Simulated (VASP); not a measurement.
# BiN in VASP: notebook, part 2 of 2

VASP 6.6.1.

**4. Single point, PBE**

This run uses another cell than the first one, of 16.88 Å³/atom.

INCAR

```
SYSTEM = BiN
PREC = Accurate
ENCUT = 600
EDIFF = 1E-6
ISMEAR = 0
SIGMA = 0.15
LREAL = .False.
LASPH = .True.
NELM = 120
ALGO = Normal
ISIF = 2
LWAVE = .False.
LCHARG = .True.
GGA = PE
LELF = .True.
LVHAR = .True.
NBANDS = 17
GGA_COMPAT = .False.
```

KPOINTS

```
Automatic mesh
0
Gamma
  4 4 4
  0 0 0
```

POSCAR

```
BiN
1.0
    0.0000000000      2.5662655117      2.5628636713
    2.5669747298      0.0000000000      2.5628636713
    2.5669747298      2.5662655117      0.0000000000
Bi N
1 1
Direct
    0.5000000000      0.5000000000      0.5000000000
    0.0000000000      0.0000000000      0.0000000000
```

Potentials or basis: VASP PAW PBE potentials, release 64 (Bi_d, N).

The run is started by

```sh
$ cat potpaw_PBE.64/Bi_d/POTCAR potpaw_PBE.64/N/POTCAR > POTCAR
$ mpirun -np 1 vasp_std > vasp.out
```

OUTCAR:

```text
SYSTEM = BiN
   PREC = Accurate
   ENCUT = 600
   EDIFF = 1E-6
   ISMEAR = 0
   LREAL = .False.
   LASPH = .True.
   NELM = 120
   ISIF = 2
   GGA = PE

 ion  position               nearest neighbor table
   1  0.500  0.500  0.500-   2 2.56   2 2.56   2 2.57   2 2.57   2 2.57   2 2.57
   2  0.000  0.000  0.000-   1 2.56   1 2.56   1 2.57   1 2.57   1 2.57   1 2.57

  LATTYP: Found a face centered orthorhombic cell.
 ALAT       =     5.1257273426
 B/A-ratio  =     1.0013273591
 C/A-ratio  =     1.0016040879

  Lattice vectors:

 A1 = (   2.5669747298,  -2.5662655117,   0.0000000000)
 A2 = (   2.5669747298,   0.0000000000,   2.5628636713)
 A3 = (   0.0000000000,  -2.5662655117,   2.5628636713)

Analysis of symmetry for initial positions (statically):
=====================================================================
 Subroutine PRICEL returns:
 Original cell was already a primitive cell.

 Routine SETGRP: Setting up the symmetry group for a
 face centered orthorhombic supercell.

 Subroutine GETGRP returns: Found  8 space group operations
 (whereof  8 operations were pure point group operations)
 out of a pool of  8 trial point group operations.

The static configuration has the point symmetry D_2h.

Analysis of symmetry for dynamics (positions and initial velocities):
=====================================================================
 Subroutine PRICEL returns:
 Original cell was already a primitive cell.

 Routine SETGRP: Setting up the symmetry group for a
 face centered orthorhombic supercell.

 Subroutine GETGRP returns: Found  8 space group operations
 (whereof  8 operations were pure point group operations)
 out of a pool of  8 trial point group operations.

The dynamic configuration has the point symmetry D_2h.

 Subroutine INISYM returns: Found  8 space group operations
 (whereof  8 operations are pure point group operations),
 and found     1 'primitive' translations

[... 107 lines left out ...]
     AMIX_MAG =   1.60;   BMIX_MAG =  1.00
  volume/ion in A,a.u.               =      16.88       113.93
  Fermi-wavevector in a.u.,A,eV,Ry     =   1.374860  2.598109 25.718292  1.890241
  Thomas-Fermi vector in A             =   2.500249
   LORBIT       =      0    0 simple, 1 ext, 2 COOP (PROOUT), +10 PAW based schemes
   GGA     = PE    functional components
   LHFCALC =     F    Hartree Fock is set to
   AEXX    =    0.0000 exact exchange contribution
   IVDW    =     0    specifies the selected vdW correction
   LEPSILON=     F    determine dielectric tensor
   LRPA    =     F    only Hartree local field effects (RPA)
 non-spin polarized calculation
 Gauss-broadening in eV      SIGMA  =   0.15
  energy-cutoff  :      600.00
  volume of cell :       33.77
 maximum number of plane-waves:      1158
 NGX is ok and might be reduce to    30
   NGX = 15   NGY = 15   NGZ = 15

 number of electron      20.0000001 magnetization

 Free energy of the ion-electron system (eV)
  ---------------------------------------------------
  ext. energy  EPLUGINS =         0.00000000
  ---------------------------------------------------
  free energy    TOTEN  =       -10.82690265 eV

  energy without entropy =      -10.82690265  energy(sigma->0) =      -10.82690265

 E-fermi :   8.7971     XC(G=0): -11.2854

 val. band max:        8.1700093371   @ k =   0.5000   0.2500   0.2500
 cond. band min:       9.4102450627   @ k =   0.5000   0.0000   0.0000
 fundamental gap:      1.2402357256
 Fermi energy:         8.7971447201

 k-point     1 :       0.0000    0.0000    0.0000
  band No.  band energies     occupation
      1     -14.2635      2.00000
      2     -14.2635      2.00000
      3     -14.2634      2.00000
      4     -14.1807      2.00000
      5     -14.1791      2.00000
      6      -7.6123      2.00000
[... 337 lines left out ...]
      4     -14.1364      2.00000
      5     -14.1270      2.00000
      6      -4.5768      2.00000
[... 9 lines left out ...]
     16      25.1273      0.00000
     17      26.9289      0.00000

------------------------ aborting loop because EDIFF is reached ----------------------------------------

  FORCE on cell =-STRESS in cart. coord.  units (eV):
  Direction    XX          YY          ZZ          XY          YZ          ZX
  --------------------------------------------------------------------------------------
  -------------------------------------------------------------------------------------
  Total       -0.1101674     -0.0994521     -0.0470076      0.0000000     -0.0000000      0.0000000
  in kB       -5.2273911     -4.7189549     -2.2304901      0.0000000     -0.0000000      0.0000000
  external PRESSURE =      -4.0589454 kB  Pullay stress =       0.0000000 kB

 VOLUME and BASIS-vectors are now :
 -----------------------------------------------------------------------------
  energy-cutoff  :      600.00
  volume of cell :       33.77
      direct lattice vectors                 reciprocal lattice vectors
     0.000000000  2.566265512  2.562863671    -0.194781816  0.194835646  0.195094263
     2.566974730  0.000000000  2.562863671     0.194781816 -0.194835646  0.195094263
     2.566974730  2.566265512  0.000000000     0.194781816  0.194835646 -0.195094263

 POSITION                                       TOTAL-FORCE (eV/Angst)
 -----------------------------------------------------------------------------------
      2.56697      2.56627      2.56286         0.000000      0.000000      0.000000
      0.00000      0.00000      0.00000         0.000000      0.000000     -0.000000
 -----------------------------------------------------------------------------------
    total drift:                                0.000000     -0.000000      0.000000

  FREE ENERGIE OF THE ION-ELECTRON SYSTEM (eV)
  ---------------------------------------------------
  free  energy   TOTEN  =       -10.8269026513 eV

  energy  without entropy=      -10.8269026507  energy(sigma->0) =      -10.82690265
```

OSZICAR:

```text
N       E                     dE             d eps       ncg     rms          rms(c)
DAV:   1     0.160011237988E+03    0.16001E+03   -0.11835E+04   612   0.164E+03
DAV:   2    -0.416193329656E+00   -0.16043E+03   -0.15470E+03   668   0.386E+02
DAV:   3    -0.124892315430E+02   -0.12073E+02   -0.11979E+02   701   0.103E+02
DAV:   4    -0.127676953584E+02   -0.27846E+00   -0.27815E+00   836   0.158E+01
DAV:   5    -0.127746386189E+02   -0.69433E-02   -0.69401E-02   847   0.233E+00    0.821E+00
DAV:   6    -0.112130641420E+02    0.15616E+01   -0.19733E+01   959   0.233E+01    0.474E+00
DAV:   7    -0.108353188068E+02    0.37775E+00   -0.21206E+00   790   0.762E+00    0.163E+00
DAV:   8    -0.108923534436E+02   -0.57035E-01   -0.61936E-01   667   0.487E+00    0.255E+00
DAV:   9    -0.108260825413E+02    0.66271E-01   -0.25776E-01   711   0.274E+00    0.280E-01
DAV:  10    -0.108268164480E+02   -0.73391E-03   -0.73238E-03   778   0.529E-01    0.140E-01
DAV:  11    -0.108269022107E+02   -0.85763E-04   -0.11526E-04   822   0.903E-02    0.358E-02
DAV:  12    -0.108269041410E+02   -0.19303E-05   -0.69996E-05   690   0.517E-02    0.187E-02
DAV:  13    -0.108269027577E+02    0.13833E-05   -0.26514E-06   775   0.192E-02    0.798E-03
DAV:  14    -0.108269026513E+02    0.10639E-06   -0.37050E-07   409   0.384E-03
   1 F= -.10826903E+02 E0= -.10826903E+02  d E =-.601563E-09
```

Run time: 25 s. Hardware: 1 thread of Intel Xeon Platinum 8375C at 2.90GHz (Ice Lake), shared host; peak memory 0.17 GiB.

What came out:

```yaml
Free_energy: -10.8269 eV
Pressure: -0.4 GPa
Band_gap_on_the_k_mesh: 1.24 eV (least direct gap 1.49 eV)
```

Stress tensor (GPa, compression positive):
```
-0.52  0.00  0.00
 0.00 -0.47  0.00
 0.00  0.00 -0.22
```

Caveat: the k points lie up to 0.53 Å⁻¹ apart; spin-orbit coupling is left out, which moves the levels of the heavy elements.

**5. Single point, PBE**

INCAR

```
SYSTEM = BiN
ALGO = Normal
EDIFF = 1E-6
ENCUT = 600
GGA = PE
GGA_COMPAT = .FALSE.
ISIF = 2
ISMEAR = 0
LASPH = .TRUE.
LCHARG = .TRUE.
LELF = .TRUE.
LREAL = .FALSE.
LVHAR = .TRUE.
LWAVE = .FALSE.
NBANDS = 17
NELM = 120
PREC = Accurate
SIGMA = 0.15
```

KPOINTS

```
k-points
0
G
  5 5 5
  0 0 0
```

POSCAR

```
BiN
1.0
   -1.8186687123      1.8186687123      2.5660686770
    1.8186687123     -1.8186687123      2.5660686770
    1.8186687123      1.8186687123     -2.5660686770
Bi N
1 1
Direct
    0.0000000000      0.0000000000      0.0000000000
    0.5000000000      0.5000000000      0.0000000000
```

The run is started by

```sh
$ cat potpaw_PBE.64/Bi_d/POTCAR potpaw_PBE.64/N/POTCAR > POTCAR
$ mpirun -np 1 vasp_std > vasp.out
```

It took 23 s on 1 thread of Intel Xeon Platinum 8375C at 2.90GHz (Ice Lake), shared host; peak memory 0.16 GiB.

The run converged. Its results:

```
Free energy            : -10.7754 eV
Pressure               : -0.3 GPa
Band gap on the k mesh : 0.92 eV (least direct gap 0.92 eV)
```

Stress tensor (GPa, compression positive):
```
-0.47  0.00  0.00
 0.00 -0.47  0.00
 0.00  0.00 -0.09
```

Levels at points of the mesh, in eV from the valence-band top:
```tsv
k point	band 7	band 8	band 9	band 10	band 11	band 12	band 13	band 14
(0.00, 0.00, 0.00)	-7.21	-2.05	-2.03	-2.03	6.31	6.31	6.38	9.14
```

Caveat: the k points lie up to 0.42 Å⁻¹ apart; spin-orbit coupling is left out, which moves the levels of the heavy elements; an odd mesh through Γ misses points on the zone boundary, where band edges can lie.

**6. The runs side by side**

```csv
cell,k mesh,smearing,gap on the mesh (eV),pressure (GPa)
"a = 3.634 Å, angles 60.0°, 2 atoms",5 × 5 × 5,gaussian 0.15 eV,0.93,-0.3
"a = 3.628 Å, angles 60.0°, 2 atoms",6 × 6 × 6,gaussian 0.1 eV,1.06,0.9
"a = 3.627, b = 3.627, c = 3.630 Å, angles 60.0, 60.0, 60.0°, 2 atoms",4 × 4 × 4,gaussian 0.15 eV,1.24,-0.4
"a = 3.633 Å, angles 119.9, 119.9, 90.1°, 2 atoms",5 × 5 × 5,gaussian 0.15 eV,0.92,-0.3
```

Alike in all rows: task single point; level PBE; potentials or basis VASP PAW PBE potentials, release 64 (Bi_d, N); no spin polarisation; cutoff (eV) 600.

Caveats: some runs use coarse meshes; spin-orbit coupling is left out, which moves the levels of the heavy elements; an odd mesh through Γ misses points on the zone boundary, where band edges can lie (at least some runs).

Total energies depend on the potentials used, so only differences within one code and one set of settings carry meaning.
